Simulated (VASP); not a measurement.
Re: single point with PBE

Crystal: Re.

```xyz
4
Lattice="2.7664 0.0000 0.0000 -1.3832 2.3958 0.0000 0.0000 0.0000 8.9389" Properties=species:S:1:pos:R:3 pbc="T T T"
Re    0.0000    0.0000    0.0000
Re    0.0000    1.5972    2.2347
Re    0.0000    0.0000    4.4694
Re    1.3332    0.7986    6.7041
```

- Program: VASP 6.6.1
- Task: single point
- Functional: PBE
- Potentials or basis: VASP PAW PBE potentials, release 64 (Re)
- Cutoff: 520 eV
- k mesh: 11 × 11 × 3
- Occupations: fermi-dirac, width 0.05 eV
- Spin: no spin polarisation
- Dipole correction: no
- Further INCAR settings: ALGO = Normal; EDIFF = 1e-06; NBANDS = 22

```json
{
 "Pressure": "2.9 GPa",
 "Largest force": "0.241 eV/Å",
 "Band gap on the k mesh": "zero (band 14 reaches 9.00 eV, above the bottom of band 15 at 6.62 eV)"
}
```

Forces on the atoms (eV/Å):
```
Re  -0.112 -0.002  0.006
Re  -0.018 -0.001  0.000
Re  -0.112 -0.002 -0.006
Re   0.241  0.004  0.000
```

Stress tensor (GPa, compression positive):
```
2.79 0.51 0.00
0.51 2.86 0.00
0.00 0.00 3.16
```

Levels at points of the mesh, in eV from the Fermi level:
```tsv
k point	band 10	band 11	band 12	band 13	band 14	band 15	band 16	band 17	band 18	band 19
(0.00, 0.00, 0.00)	-1.88	-1.64	-1.22	-1.21	-1.11	-1.07	0.50	0.55	0.71	1.50
```

Run time: 2.2 min on 1 thread of Intel(R) Xeon(R) Platinum 8488C (Sapphire Rapids) (shared host), peak memory 0.27 GiB.

Caveat: spin-orbit coupling is left out, which moves the levels of the heavy elements.
